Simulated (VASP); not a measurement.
A run of VASP 6.6.1:

File INCAR:

```
PREC     = Accurate       # precision mode
ENCUT    = 520            # plane-wave cutoff, eV
EDIFF    = 1E-7           # SCF threshold, eV
ISMEAR   = 0              # smearing method
SIGMA    = 0.1            # smearing width, eV
LREAL    = F              # projectors in reciprocal space
LASPH    = T              # aspherical terms in the spheres
NELM     = 60             # most SCF steps
ALGO     = Normal         # electronic algorithm
ISIF     = 2              # what is computed and relaxed
LWAVE    = F              # write WAVECAR
LCHARG   = F              # write CHGCAR
GGA      = PE             # functional
NBANDS   = 32             # bands
ISYM     = 0
```

KPOINTS

```
regular mesh
0
Gamma
  8 4 9
```

POSCAR

```
Bi2Te3
1.0
    4.4688135297      0.0000000000      0.0000000000
    0.0000000000     10.1887468057      0.0000000000
    2.2344067649     -0.9800172064      3.7439667530
Bi Te
2 3
Direct
    0.1903318200      0.4290045400      0.6193363600
    0.5996682392      0.2009952824      0.8006635216
    0.3949995262      0.8150014213      0.2100009475
    0.7964108657      0.6107674029      0.4071782686
   -0.0064104510      0.0192313531      0.0128209021
```

Potentials or basis: VASP PAW PBE potentials, release 64 (Bi_d, Te).

Launch:

```bash
$ cat potpaw_PBE.64/Bi_d/POTCAR potpaw_PBE.64/Te/POTCAR > POTCAR
$ mpirun -np 1 vasp_std > vasp.out
```

Hardware: 1 thread of Intel(R) Xeon(R) 6975P-C (Granite Rapids), with other jobs on the host.

Q: Estimate the wall time of this run.

A: It took 6.7 min on 1 thread of Intel(R) Xeon(R) 6975P-C (Granite Rapids), on a shared host, peak memory 0.79 GiB. Counts: scf iterations 17, k points 146.
